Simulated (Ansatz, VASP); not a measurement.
## One calculation of Al2O3, two programs

Contents of POSCAR:

```
Al2O3
1.0
    2.8843249483      0.0000000000      0.0000000000
   -1.4421624742      2.4978986780      0.0000000000
    0.0000000000      0.0000000000      9.3367544600
Al O
2 3
Direct
    0.0000000000      0.0000000000      0.1499923300
    0.0000000000      0.0000000000      0.8500076700
    0.3333333333      0.6666666667      0.2223169200
    0.6666666667      0.3333333333      0.0000000000
    0.3333333333      0.6666666667      0.7776830800
```

Contents of INCAR.step1:

```
  PREC = Accurate
  ENCUT = 520
  ISMEAR = 0
  SIGMA = 0.05
  LREAL = F
  LASPH = T
  NELM = 80
  NBANDS = 20
  GGA = PE
  ALGO = Normal
  EDIFF = 1E-4
  LWAVE = T
  LCHARG = F
```

Contents of INCAR.step2:

```
  PREC = Accurate
  ENCUT = 520
  EDIFF = 1E-6
  ISMEAR = 0
  SIGMA = 0.05
  LREAL = F
  LASPH = T
  NELM = 80
  ALGO = Normal
  ISIF = 2
  LWAVE = F
  LCHARG = F
  METAGGA = R2SCAN
  LMIXTAU = T
  NBANDS = 20
  ISTART = 1
```

KPOINTS

```
regular mesh
0
Gamma
  12 12 4
```

Input for Ansatz:

```yaml
crystal:
  lattice:
    - [2.8843249483, 0.0, 0.0]
    - [-1.4421624742, 2.497898678, 0.0]
    - [0.0, 0.0, 9.33675446]
  atoms:
    - { symbol: Al, position: [0.0, 0.0, 0.14999233] }
    - { symbol: Al, position: [0.0, 0.0, 0.85000767] }
    - { symbol: O, position: [0.3333333333, 0.6666666667, 0.22231692] }
    - { symbol: O, position: [0.6666666667, 0.3333333333, 0.0] }
    - { symbol: O, position: [0.3333333333, 0.6666666667, 0.77768308] }
basis:
  ecutwfc: 500
kpoints:
  mp_grid: { grid: [12, 12, 4] }
hamiltonian:
  xc: r2scan
scf:
  occupations: { method: gaussian, width: 0.05 }
output:
  forces: true
  stress: true
  eigenvalues: true
```

Alike in both runs: task single point; functional r2SCAN; k mesh 12 × 12 × 4; occupations gaussian, width 0.05 eV; no spin polarisation.

|  | VASP | Ansatz |
| --- | --- | --- |
| version | VASP 6.6.1 | Ansatz 0.2.0 |
| potentials or method | VASP PAW PBE potentials, release 64 (Al, O), cutoff 520 eV | scalar-relativistic, plane waves, PAW |
| valence electrons in the cell | 24 | 24 |

```csv
,VASP,Ansatz,Ansatz less VASP
gap on the k mesh at the Fermi level (eV),5.60,5.63,+0.027
least direct gap on the mesh (eV),5.83,5.85,+0.023
pressure (GPa),-4.7,-4.5,+0.17
"traceless stress, the component that is largest in VASP (GPa)",1.16,1.43,+0.268
rms of the force components (eV/Å),0.168,0.151,-0.0165
```

VASP's potentials were made for PBE, not for r2SCAN. Atom by atom the forces differ by 0.017 eV/Å (rms over components). With one functional, cell and mesh, what is left measures potentials, basis and numerics.
